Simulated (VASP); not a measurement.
Set up this calculation in VASP 6.6.1, as the native input.

| Item | Value |
| --- | --- |
| Task | single point |
| Functional | r2SCAN |
| Potentials or basis | VASP PAW PBE potentials, release 64 (In_d) |
| Cutoff | 550 eV |
| k mesh | 21 × 21 × 18 |
| Occupations | gaussian, width 0.1 eV |
| Spin | no spin polarisation |
| Dipole correction | no |
| Further INCAR settings | ALGO = Normal; EDIFF = 1e-06; NBANDS = 12 |

Crystal: In.

```
CELL_PARAMETERS angstrom
3.19913 0.00000 0.00000
-1.59956 2.77052 0.00000
0.00000 0.00000 3.05366
ATOMIC_POSITIONS crystal
In 0.00000 0.00000 0.00000
```

This isn't the form of In at room conditions, which is tetragonal.

The input as run:

POSCAR

```
In
1.0
    3.1991250788      0.0000000000      0.0000000000
   -1.5995625394      2.7705235882      0.0000000000
    0.0000000000      0.0000000000      3.0536558403
In
1
Direct
    0.0000000000      0.0000000000      0.0000000000
```

INCAR.step1

```
PREC     = Accurate       # precision mode
ENCUT    = 550            # plane-wave cutoff, eV
ISMEAR   = 0              # smearing method
SIGMA    = 0.1            # smearing width, eV
LREAL    = False          # projectors in reciprocal space
LASPH    = True           # aspherical terms in the spheres
NELM     = 120            # most SCF steps
NBANDS   = 12             # bands
GGA      = PE             # functional
ALGO     = Normal         # electronic algorithm
EDIFF    = 1E-5           # SCF threshold, eV
LWAVE    = True           # write WAVECAR
LCHARG   = False          # write CHGCAR
GGA_COMPAT= False
```

INCAR.step2

```
PREC     = Accurate       # precision mode
ENCUT    = 550            # plane-wave cutoff, eV
EDIFF    = 1E-6           # SCF threshold, eV
ISMEAR   = 0              # smearing method
SIGMA    = 0.1            # smearing width, eV
LREAL    = False          # projectors in reciprocal space
LASPH    = True           # aspherical terms in the spheres
NELM     = 120            # most SCF steps
ALGO     = Normal         # electronic algorithm
ISIF     = 2              # what is computed and relaxed
LWAVE    = False          # write WAVECAR
LCHARG   = True           # write CHGCAR
METAGGA  = R2SCAN         # meta-GGA
LMIXTAU  = True         
LELF     = True           # ELF
LVHAR    = True         
NBANDS   = 12             # bands
ISTART   = 1            
GGA_COMPAT= False
```

KPOINTS

```
regular mesh
0
Gamma
  21 21 18
```

Potentials or basis: VASP PAW PBE potentials, release 64 (In_d).

Launch:

```bash
$ cat potpaw_PBE.64/In_d/POTCAR > POTCAR
$ cp INCAR.step1 INCAR
$ mpirun -np 1 vasp_std > vasp.out
$ cp INCAR.step2 INCAR
$ mpirun -np 1 vasp_std > vasp.out
```

Results of the run:

| Quantity | Value |
| --- | --- |
| Pressure | 0.0 GPa |
| Band gap on the k mesh | zero (an odd number of electrons rules out a gap without spin polarisation) |

Caveat: the PAW data sets were made with another functional, which shifts forces and pressure a little; spin-orbit coupling is left out, which moves the levels of the heavy elements.

It took 110 s on 1 thread of Intel(R) Xeon(R) 6975P-C (Granite Rapids), with other jobs on the host, peak memory 0.27 GiB.
